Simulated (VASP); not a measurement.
Write the native input for VASP 6.6.1 that does the following.

```yaml
Task: single point
Functional: PBEsol
Potentials_or_basis: VASP PAW PBE potentials, release 64 (Ti_sv, Co)
Cutoff: 520 eV
k_mesh: 12 × 12 × 12
Occupations: gaussian, width 0.1 eV
Spin: collinear spin, ferrimagnetic start
Starting_moments: "[-0.33, 1.11, 1.11, 1.11] μB"
Dipole_correction: no
Further_INCAR_settings: ALGO = Normal; EDIFF = 1e-07; NBANDS = 32
```

The structure of TiCo3 lies in POSCAR:

```
TiCo3
1.0
    3.5282471225      0.0000000000      0.0000000000
    0.0000000000      3.5282471225      0.0000000000
    0.0000000000      0.0000000000      3.5282471225
Ti Co
1 3
Direct
    0.0000000000      0.0000000000      0.0000000000
    0.0000000000      0.5000000000      0.5000000000
    0.5000000000      0.0000000000      0.5000000000
    0.5000000000      0.5000000000      0.0000000000
```

These files were run (other wordings do the same):

INCAR

```
  PREC = Accurate
  ENCUT = 520
  EDIFF = 1E-7
  ISMEAR = 0
  SIGMA = 0.1
  LREAL = F
  LASPH = T
  NELM = 150
  ALGO = Normal
  ISIF = 2
  LWAVE = F
  LCHARG = F
  ISPIN = 2
  MAGMOM = -0.33 1.11 1.11 1.11
  LORBIT = 11
  LMAXMIX = 4
  GGA = PS
  NBANDS = 32
```

KPOINTS

```
Automatic mesh
0
Gamma
  12 12 12
```

Potentials or basis: VASP PAW PBE potentials, release 64 (Ti_sv, Co).

Launch:

```sh
$ cat potpaw_PBE.64/Ti_sv/POTCAR potpaw_PBE.64/Co/POTCAR > POTCAR
$ mpirun -np 1 vasp_std > vasp.out
```

Results of the run:

```json
{
  "Pressure": "-0.7 GPa",
  "Net moment": "0.69 μB per cell",
  "Site moments": "Ti -0.08; Co +0.26 μB",
  "Valence electrons inside the program's atomic spheres": "Ti 10.49; Co 8.43"
}
```

Caveat: the PAW data sets were made with another functional, which shifts forces and pressure a little.

It took 4.2 min on 1 thread of Intel Xeon 6975P-C, on a shared host, peak memory 0.3 GiB.
